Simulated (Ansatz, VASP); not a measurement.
# CaMg in VASP and in Ansatz

```
Ca Mg
1.0
     4.04030    0.00000    0.00000
     0.00000    3.89197    0.00000
     0.00000    0.00000    3.96614
Ca Mg
1 1
Direct
  0.00000 0.00000 0.00000
  0.50000 0.50000 0.50000
```

Change from the starting cell: strain +0.0187 x Voigt [1, -1, 0, 0, 0, 0], atoms carried along.

Alike in both runs: task single point; functional LDA; k mesh 12 × 12 × 12; occupations gaussian, width 0.15 eV; no spin polarisation.

```csv
,VASP,Ansatz
version,VASP 6.6.1,Ansatz 0.2.0
potentials or method,"VASP PAW LDA potentials, release 64 (Ca_sv, Mg), cutoff 520 eV","scalar-relativistic, plane waves, PAW"
valence electrons in the cell,12,20
```

Ansatz gave:

```
gap on the k mesh at the Fermi level (eV)                     : none
pressure (GPa)                                                : -2.0
traceless stress, the component that is largest in VASP (GPa) : 0.17
```

Problem. Estimate VASP's values.

Solution. gap on the k mesh at the Fermi level (eV): none; pressure (GPa): -2.2; traceless stress, the component that is largest in VASP (GPa): 0.17.

LDA's correlation is that of Perdew and Zunger in VASP and of Perdew and Wang (1992) in Ansatz. A gap of «none» marks a metal or a gap that the smearing closes. VASP's potentials hold 12 valence electrons a cell and Ansatz's 20, so a difference there can come from the potentials and not from the codes.
